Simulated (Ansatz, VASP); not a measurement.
# Two plane-wave programs on SnO

```
Sn O
1.0
     3.36694    0.00000    0.00000
    -1.68347    2.91585    0.00000
     0.00000    0.00000    8.85973
Sn O
2 2
Direct
  0.33333 0.66667 0.37774
  0.66667 0.33333 0.87774
  0.33333 0.66667 0.99539
  0.66667 0.33333 0.49539
```

Alike in both runs: task relaxation of cell and atoms; functional PBE; k mesh 9 × 9 × 4; occupations gaussian, width 0.02 eV; no spin polarisation.

|  | VASP | Ansatz |
| --- | --- | --- |
| version | VASP 6.6.1 | Ansatz 0.2.0 |
| potentials or method | VASP PAW PBE potentials, release 64 (Sn_d, O_h), cutoff 910 eV | scalar-relativistic, plane waves, PAW |
| valence electrons in the cell | 40 | 40 |

Ansatz gave:

* gap on the k mesh at the Fermi level, each at its own relaxed structure (eV): 1.49
* relaxed volume (Å³/atom): 22.53
* relaxed cell length with the largest relative difference (Å): 9.216

Q: What did VASP give for the same quantities?

A: gap on the k mesh at the Fermi level, each at its own relaxed structure (eV): 1.42; relaxed volume (Å³/atom): 21.74; relaxed cell length with the largest relative difference (Å): 8.902.

Noted on VASP's run: the cutoff is short for stress, so the pressure is rough.
